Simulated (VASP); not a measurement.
# Na2C (I4/mmm) in VASP: relaxation of cell and atoms with PBE

Aim: the relaxation of cell and atoms of Na2C with PBE.

Everything below comes from runs of VASP 6.6.1. Logs are shortened: lines on timing, memory, paths and dates and some standing lists are left out, and cuts for length are marked.

## Step 1: The cell of the first run

It takes space group I4/mmm (No. 139, tetragonal). Conventional cell: a = 3.378 Å, b = 3.378 Å, c = 8.286 Å, α = 90.00°, β = 90.00°, γ = 90.00°. Within 3.6 Å of Na (site symmetry 4mm) lie 9 Na at 2.73 to 3.38 Å and 5 C at 2.75 to 2.78 Å. C (site symmetry 4/mmm) has 10 Na at 2.75 to 2.78 Å and 4 C at 3.38 Å within 3.6 Å.

## Step 2: Relaxation of cell and atoms, PBE, collinear spin

Contents of INCAR:

```
SYSTEM = Na2C
PREC = Accurate
ENCUT = 600
EDIFF = 1E-7
ISMEAR = 0
SIGMA = 0.1
LREAL = .False.
LASPH = .True.
NELM = 150
ALGO = Normal
ISIF = 3
LWAVE = .False.
LCHARG = .False.
ISPIN = 2
MAGMOM = 0 0 0.43
LORBIT = 11
GGA = PE
IBRION = 2
NSW = 90
EDIFFG = -0.04
```

Contents of KPOINTS:

```
Automatic mesh
0
Gamma
  8 8 8
  0 0 0
```

Contents of POSCAR:

```
Na2C
1.0
   -1.6887678911      1.6887678911      4.1427587328
    1.6887678911     -1.6887678911      4.1427587328
    1.6887678911      1.6887678911     -4.1427587328
Na C
2 1
Direct
    0.6650000000      0.6650000000      0.0000000000
    0.3350000000      0.3350000000      0.0000000000
    0.0000000000      0.0000000000      0.0000000000
```

Potentials or basis: VASP PAW PBE potentials, release 64 (Na_pv, C).

Started as:

```
$ cat potpaw_PBE.64/Na_pv/POTCAR potpaw_PBE.64/C/POTCAR > POTCAR
$ mpirun -np 1 vasp_std > vasp.out
```

OUTCAR:

```text
SYSTEM = Na2C
   PREC = Accurate
   ENCUT = 600
   EDIFF = 1E-7
   ISMEAR = 0
   LREAL = .False.
   LASPH = .True.
   NELM = 150
   ISIF = 3
   ISPIN = 2
   LORBIT = 11
   GGA = PE
   IBRION = 2
   NSW = 90
   EDIFFG = -0.04

 ion  position               nearest neighbor table
   1  0.665  0.665  0.000-   2 2.73   2 2.77   2 2.77   2 2.77   2 2.77
   2  0.335  0.335  0.000-   1 2.73   1 2.77   1 2.77   1 2.77   1 2.77
   3  0.000  0.000  0.000-

  LATTYP: Found a body centered tetragonal cell.
 ALAT       =     3.3775357822
 C/A-ratio  =     2.4531250000

  Lattice vectors:

 A1 = (  -1.6887678911,   1.6887678911,   4.1427587328)
 A2 = (   1.6887678911,  -1.6887678911,   4.1427587328)
 A3 = (   1.6887678911,   1.6887678911,  -4.1427587328)

Analysis of symmetry for initial positions (statically):
=====================================================================
 Subroutine PRICEL returns:
 Original cell was already a primitive cell.

 Routine SETGRP: Setting up the symmetry group for a
 body centered tetragonal supercell.

 Subroutine GETGRP returns: Found 16 space group operations
 (whereof 16 operations were pure point group operations)
 out of a pool of 16 trial point group operations.

The static configuration has the point symmetry D_4h.

Analysis of symmetry for dynamics (positions and initial velocities):
=====================================================================
 Subroutine PRICEL returns:
 Original cell was already a primitive cell.

 Routine SETGRP: Setting up the symmetry group for a
 body centered tetragonal supercell.

 Subroutine GETGRP returns: Found 16 space group operations
 (whereof 16 operations were pure point group operations)
 out of a pool of 16 trial point group operations.

The dynamic configuration has the point symmetry D_4h.

Analysis of structural, dynamic, and magnetic symmetry:
=====================================================================
 Subroutine PRICEL returns:
 Original cell was already a primitive cell.

 Routine SETGRP: Setting up the symmetry group for a
 body centered tetragonal supercell.

 Subroutine GETGRP returns: Found 16 space group operations
 (whereof 16 operations were pure point group operations)
 out of a pool of 16 trial point group operations.

The overall configuration has the point symmetry D_4h.

 Subroutine INISYM returns: Found 16 space group operations
 (whereof 16 operations are pure point group operations),
 and found     1 'primitive' translations

----------------------------------------------------------------------------------------

                                     Primitive cell

  volume of cell :      47.2595

  direct lattice vectors                    reciprocal lattice vectors
    -1.688767891  1.688767891  4.142758733     0.000000000  0.296073843  0.120692522
     1.688767891 -1.688767891  4.142758733     0.296073843  0.000000000  0.120692522
     1.688767891  1.688767891 -4.142758733     0.296073843  0.296073843  0.000000000

  length of vectors
     4.781874517  4.781874517  4.781874517     0.319728644  0.319728644  0.418711645

  position of ions in fractional coordinates (direct lattice)
     0.665000000  0.665000000  0.000000000
     0.335000000  0.335000000  0.000000000
     0.000000000  0.000000000  0.000000000

  ion indices of the primitive-cell ions
   primitive index   ion index
                 1           1
                 2           2
                 3           3

----------------------------------------------------------------------------------------

 KPOINTS: Automatic mesh

Automatic generation of k-mesh.
 Grid dimensions read from file:
 generate k-points for:    8    8    8

 Generating k-lattice:

  Cartesian coordinates                     Fractional coordinates (reciprocal lattice)
     0.000000000  0.037009230  0.015086565     0.125000000  0.000000000  0.000000000
     0.037009230  0.000000000  0.015086565     0.000000000  0.125000000  0.000000000
     0.037009230  0.037009230  0.000000000     0.000000000  0.000000000  0.125000000

  Length of vectors
     0.039966080  0.039966080  0.052338956

  Shift w.r.t. Gamma in fractional coordinates (k-lattice)
     0.000000000  0.000000000  0.000000000

 Subroutine IBZKPT returns following result:
 ===========================================

 Found     59 irreducible k-points:

 Following reciprocal coordinates:
            Coordinates               Weight
  0.000000  0.000000  0.000000      1.000000
  0.125000  0.000000  0.000000      8.000000
  0.250000  0.000000  0.000000      8.000000
  0.375000  0.000000 -0.000000      8.000000
  0.500000  0.000000  0.000000      4.000000
  0.125000  0.125000  0.000000      8.000000
[... 16 lines left out ...]
  0.250000  0.125000  0.125000     16.000000
  0.375000  0.125000  0.125000      8.000000
 [... further k-points ...]
   k-points           NKPTS =     59   k-points in BZ     NKDIM =     59   number of bands    NBANDS=     13
   number of dos      NEDOS =    301   number of ions     NIONS =      3
   total plane-waves  NPLWV =  64000
   dimension x,y,z NGX =    40 NGY =   40 NGZ =   40
   dimension x,y,z NGXF=    80 NGYF=   80 NGZF=   80
   ions per type =               2   1
   NGX,Y,Z   is equivalent  to a cutoff of  13.91, 13.91, 13.91 a.u.
   NGXF,Y,Z  is equivalent  to a cutoff of  27.81, 27.81, 27.81 a.u.
 SYSTEM =  Na2C
   PREC   = accura    normal or accurate (medium, high low for compatibility)
   ISTART =      0    job   : 0-new  1-cont  2-samecut
   ICHARG =      2    charge: 1-file 2-atom 10-const
   ISPIN  =      2    spin polarized calculation?
   LNONCOLLINEAR =      F non collinear calculations
   LSORBIT =      F    spin-orbit coupling
   LASPH  =      T    aspherical Exc in radial PAW
   ENCUT  =  600.0 eV  44.10 Ry    6.64 a.u.   9.55  9.55  9.55*2*pi/ulx,y,z
   NELM   =    150;   NELMIN=  2; NELMDL= -5     # of ELM steps
   EDIFF  = 0.1E-06   stopping-criterion for ELM
   LREAL  =      F    real-space projection
   EDIFFG = -.4E-01   stopping-criterion for IOM
   NSW    =     90    number of steps for IOM
   IBRION =      2    ionic relax: 0-MD 1-quasi-New 2-CG
   NFREE  =      1    steps in history (QN), initial steepest desc. (CG)
   ISIF   =      3    stress and relaxation
   ISYM   =      2    0-nonsym 1-usesym 2-fastsym
   POTIM  = 0.5000    time-step for ionic-motion
   TEBEG  =    0.0;   TEEND  =   0.0 temperature during run
   PSTRESS=    0.0 pullay stress
   NELECT =      18.0000    total number of electrons
   NUPDOWN=      -1.0000    fix difference up-down
   EMIN   =  10.00;   EMAX   =-10.00  energy-range for DOS
   EFERMI =   0.00;   METHOD = LEGACY
   ISMEAR =     0;   SIGMA  =   0.10  broadening in eV -4-tet -1-fermi 0-gaus
   EFERMI_NEDOS =   21; number of points for ismear=-14 and -15
   IALGO  =     38    algorithm
   IMIX   =      4    mixing-type and parameters
     AMIX     =   0.40;   BMIX     =  1.00
     AMIX_MAG =   1.60;   BMIX_MAG =  1.00
  volume/ion in A,a.u.               =      15.75       106.31
  Fermi-wavevector in a.u.,A,eV,Ry     =   1.186686  2.242511 19.160046  1.408224
  Thomas-Fermi vector in A             =   2.322853
   LORBIT       =     11    0 simple, 1 ext, 2 COOP (PROOUT), +10 PAW based schemes
   GGA     = PE    functional components
   LHFCALC =     F    Hartree Fock is set to
   AEXX    =    0.0000 exact exchange contribution
   IVDW    =     0    specifies the selected vdW correction
   LEPSILON=     F    determine dielectric tensor
   LRPA    =     F    only Hartree local field effects (RPA)
 conjugate gradient relaxation of ions
 spin polarized calculation
 Gauss-broadening in eV      SIGMA  =   0.10
  energy-cutoff  :      600.00
  volume of cell :       47.26
 maximum number of plane-waves:      1621
 NGX is ok and might be reduce to    40
   NGX = 19   NGY = 19   NGZ = 19

--------------------------------------- Ionic step        1  -------------------------------------------

 number of electron      18.0000002 magnetization       0.4943983

 Free energy of the ion-electron system (eV)
  ---------------------------------------------------
  ext. energy  EPLUGINS =         0.00000000
  ---------------------------------------------------
  free energy    TOTEN  =        -7.55469076 eV

  energy without entropy =       -7.54676808  energy(sigma->0) =       -7.55072942

------------------------ aborting loop because EDIFF is reached ----------------------------------------

  FORCE on cell =-STRESS in cart. coord.  units (eV):
  Direction    XX          YY          ZZ          XY          YZ          ZX
  --------------------------------------------------------------------------------------
  -------------------------------------------------------------------------------------
  Total        0.6194734      0.6194734     -0.3881454      0.0000000      0.0000000      0.0000000
  in kB       21.0011801     21.0011801    -13.1587758      0.0000000      0.0000000      0.0000000
  external PRESSURE =       9.6145282 kB  Pullay stress =       0.0000000 kB
[... 92 lines left out ...]
  FREE ENERGIE OF THE ION-ELECTRON SYSTEM (eV)
  ---------------------------------------------------
  free  energy   TOTEN  =        -7.6421803256 eV

  energy  without entropy=       -7.6327555458  energy(sigma->0) =       -7.63746794

[... ionic steps 4 to 12 ...]

--------------------------------------- Ionic step       13  -------------------------------------------

 number of electron      17.9999991 magnetization       0.4731363

------------------------ aborting loop because EDIFF is reached ----------------------------------------
[... 69 lines left out ...]
--------------------------------------- Ionic step       15  -------------------------------------------

 number of electron      18.0000004 magnetization       0.4656512

 Free energy of the ion-electron system (eV)
  ---------------------------------------------------
  ext. energy  EPLUGINS =         0.00000000
  ---------------------------------------------------
  free energy    TOTEN  =        -7.74327494 eV

  energy without entropy =       -7.73563098  energy(sigma->0) =       -7.73945296

 E-fermi :   1.2866     XC(G=0):  -8.3173

 val. band max:        1.2666148212   @ k =   0.2500   0.2500   0.2500
 cond. band min:       1.3104356137   @ k =   0.3750   0.1250   0.1250
 fundamental gap:      0.0438207925
 Fermi energy:         1.2866179594

 spin component 1

 k-point     1 :       0.0000    0.0000    0.0000
  band No.  band energies     occupation
      1     -22.3773      1.00000
      2     -22.1575      1.00000
      3     -22.1477      1.00000
      4     -22.1477      1.00000
      5     -22.1333      1.00000
      6     -22.1333      1.00000
      7      -8.2165      1.00000
      8      -0.3339      1.00000
      9       0.5709      1.00000
     10       2.6227      0.00000
     11       2.6227      0.00000
     12       9.2571      0.00000
     13       9.2794      0.00000
[... 354 lines left out ...]
  band No.  band energies     occupation
      1     -22.3347      1.00000
      2     -22.2480      1.00000
      3     -22.2147      1.00000
      4     -22.1881      1.00000
      5     -22.1641      1.00000
      6     -22.1615      1.00000
      7      -6.8018      1.00000
      8      -0.6183      1.00000
      9       0.8537      1.00000
     10       1.3104      0.36812
     11       4.5474      0.00000
     12       5.5064      0.00000
     13       9.1692      0.00000

 [... further k-points ...]

 spin component 2

 k-point     1 :       0.0000    0.0000    0.0000
  band No.  band energies     occupation
      1     -22.3811      1.00000
      2     -22.1606      1.00000
      3     -22.1455      1.00000
      4     -22.1455      1.00000
      5     -22.1315      1.00000
      6     -22.1315      1.00000
      7      -7.7200      1.00000
      8       0.2331      1.00000
      9       0.4494      1.00000
     10       3.0680      0.00000
     11       3.0680      0.00000
     12       9.4618      0.00000
     13       9.6626      0.00000
[... 354 lines left out ...]
  band No.  band energies     occupation
      1     -22.3385      1.00000
      2     -22.2455      1.00000
      3     -22.2126      1.00000
      4     -22.1860      1.00000
      5     -22.1654      1.00000
      6     -22.1617      1.00000
      7      -6.2205      1.00000
      8      -0.3009      1.00000
      9       1.4827      0.00277
     10       1.7119      0.00000
     11       4.4235      0.00000
     12       5.4924      0.00000
     13       9.2878      0.00000

 [... further k-points ...]

------------------------ aborting loop because EDIFF is reached ----------------------------------------

  FORCE on cell =-STRESS in cart. coord.  units (eV):
  Direction    XX          YY          ZZ          XY          YZ          ZX
  --------------------------------------------------------------------------------------
  -------------------------------------------------------------------------------------
  Total        0.0708173      0.0708173      0.0155121      0.0000000      0.0000000      0.0000000
  in kB        2.0435657      2.0435657      0.4476310      0.0000000      0.0000000      0.0000000
  external PRESSURE =       1.5115875 kB  Pullay stress =       0.0000000 kB
[... 18 lines left out ...]
  FREE ENERGIE OF THE ION-ELECTRON SYSTEM (eV)
  ---------------------------------------------------
  free  energy   TOTEN  =        -7.7432749435 eV

  energy  without entropy=       -7.7356309753  energy(sigma->0) =       -7.73945296

 reached required accuracy - stopping structural energy minimisation

 total charge

# of ion       s       p       d       tot
------------------------------------------
    1        0.097   5.993   0.000   6.089
    2        0.097   5.993   0.000   6.089
    3        0.967   1.136   0.000   2.104
--------------------------------------------------
tot          1.160  13.122   0.000  14.282

 magnetization (x)

# of ion       s       p       d       tot
------------------------------------------
    1       -0.004   0.002   0.000  -0.002
    2       -0.004   0.002   0.000  -0.002
    3        0.011   0.223   0.000   0.233
--------------------------------------------------
tot          0.003   0.227   0.000   0.230
```

It took 8.8 min on 1 thread of Intel Xeon 6975P-C (Granite Rapids), shared host; peak memory 0.33 GiB.

What came out:

```
Free energy                                           : -7.7433 eV
Relaxed volume                                        : 18.51 Å³/atom
Relaxed cell                                          : a = 5.913 Å, b = 5.913 Å, c = 5.913 Å, α = 148.73°, β = 148.73°, γ = 44.81°
Space group after relaxing (to 0.1 Å)                 : I4/mmm (No. 139)
Energy gained by relaxing                             : 62.9 meV/atom
Ionic steps                                           : 15
Pressure after relaxing                               : 0.2 GPa
Largest force after relaxing                          : 0.023 eV/Å
Net moment                                            : 0.47 μB per cell
Site moments                                          : Na -0.00; C +0.23 μB
Valence electrons inside the program's atomic spheres : Na 6.09; C 2.10
```

Forces on the atoms (eV/Å):
```
Na   0.000  0.000 -0.023
Na   0.000  0.000  0.023
C    0.000  0.000  0.000
```

The path:
```tsv
step	energy change (eV)	largest force (eV/Å)	pressure (GPa)	volume (Å³)
1	0.0000	0.7458	0.96	47.26
2	-0.0549	0.5001	0.59	47.90
3	-0.0875	0.0404	0.05	49.06
4	-0.0880	0.0977	0.13	48.93
5	-0.0954	0.0866	0.00	49.12
6	-0.1126	0.0582	-0.22	49.66
7	-0.1363	0.0112	-0.21	50.62
8	-0.1620	0.1810	1.11	52.08
9	-0.1767	0.0512	0.40	53.60
10	-0.1828	0.0948	-0.44	55.54
11	-0.1829	0.0822	-0.37	55.36
12	-0.1851	0.0900	-0.31	55.54
13	-0.1867	0.0973	-0.24	55.78
14	-0.1869	0.0996	-0.20	55.88
15	-0.1886	0.0229	0.15	55.52
```

Final structure:
```
Na C
1.0
    -1.59349    1.59349    5.46639
     1.59349   -1.59349    5.46639
     1.59349    1.59349   -5.46639
Na C
2 1
Cartesian
  0.0000 0.0000 6.8138
  0.0000 0.0000 4.1189
  0.0000 0.0000 0.0000
```

Caveat: the volume moved by over 15 % at a fixed basis, so the end points are rough; a moment this small can come from the mesh or the smearing.
